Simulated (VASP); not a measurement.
Here is a VASP 6.6.1 calculation.

The input INCAR:

```
SYSTEM = Pd
PREC     = Accurate       ! precision mode
ENCUT    = 520            ! plane-wave cutoff, eV
EDIFF    = 1E-8           ! SCF threshold, eV
ISMEAR   = -1             ! smearing method
SIGMA    = 0.05           ! smearing width, eV
LREAL    = .FALSE.        ! projectors in reciprocal space
LASPH    = .TRUE.         ! aspherical terms in the spheres
NELM     = 80             ! most SCF steps
ALGO     = Normal         ! electronic algorithm
ISIF     = 2              ! what is computed and relaxed
LWAVE    = .FALSE.        ! write WAVECAR
LCHARG   = .FALSE.        ! write CHGCAR
GGA      = PS             ! functional
LEFG     = .TRUE.       
NBANDS   = 17             ! bands
```

File KPOINTS:

```
regular mesh
0
G
  12 12 7
  0 0 0
```

Contents of POSCAR:

```
Pd
1.0
    2.7983685316      0.0000000000      0.0000000000
   -1.3991842658      2.4234582375      0.0000000000
    0.0000000000      0.0000000000      4.5333570212
Pd
2
Direct
    0.2333333333      0.6166666667      0.1750000000
    0.7666666667      0.3833333333      0.8250000000
```

Potentials or basis: VASP PAW PBE potentials, release 64 (Pd).

Command:

```bash
$ cat potpaw_PBE.64/Pd/POTCAR > POTCAR
$ mpirun -np 1 vasp_std > vasp.out
```

Question: Predict the band gap on the k mesh.

Answer: Zero (bands 10 and 11 overlap by 0.90 eV).

Question: Estimate the pressure.

Answer: 58.5 GPa.

Question: Estimate the largest force.

Answer: 15.850 eV/Å.

Forces in eV/Å, atoms in the order of the input:
```
Pd    5.986   3.456  14.263
Pd   -5.986  -3.456 -14.263
```

Caveat: the cell differs from its parent crystal (shortest bond scaled by 0.7); the stress differs along the axes, from 25 to 100 GPa; without QUAD_EFG the Cq values of the log hold for a quadrupole moment of 1 mb, not for the nuclei; the PAW data sets were made with another functional, which shifts forces and pressure a little.
